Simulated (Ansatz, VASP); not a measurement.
# Two plane-wave programs on B3Au

```
Au B
1.0
     3.43929   -0.19436   -0.19293
    -0.16885    3.44063   -0.19293
    -0.16885   -0.16760    3.44196
Au B
1 3
Direct
  0.00000 0.00000 0.00000
  0.50000 0.28808 0.71192
  0.71192 0.50000 0.28808
  0.28808 0.71192 0.50000
```

Alike in both runs: functional PBE; k mesh 5 × 5 × 5; no spin polarisation.

Ansatz relaxed the structure, and its values are those at the end. VASP's run is a single point on that final structure, the one shown.

|  | VASP | Ansatz |
| --- | --- | --- |
| version | VASP 6.6.1 | Ansatz 0.2.0 |
| potentials or method | VASP PAW PBE potentials, release 64 (Au, B), cutoff 520 eV | PAW plane waves |
| occupations | fermi-dirac, width 0.1 eV | fermi-dirac |
| valence electrons in the cell | 20 | 28 |

```csv
,VASP,Ansatz,Ansatz less VASP
gap on the k mesh at the Fermi level (eV),none,none,-
pressure (GPa),-0.2,0.0,+0.20
```

A gap of «none» marks a metal or a gap that the smearing closes. VASP's potentials hold 20 valence electrons a cell and Ansatz's 28, so a difference there can come from the potentials and not from the codes.

The k mesh is coarse, so the values compare programs but aren't converged. Spin-orbit coupling is off throughout.
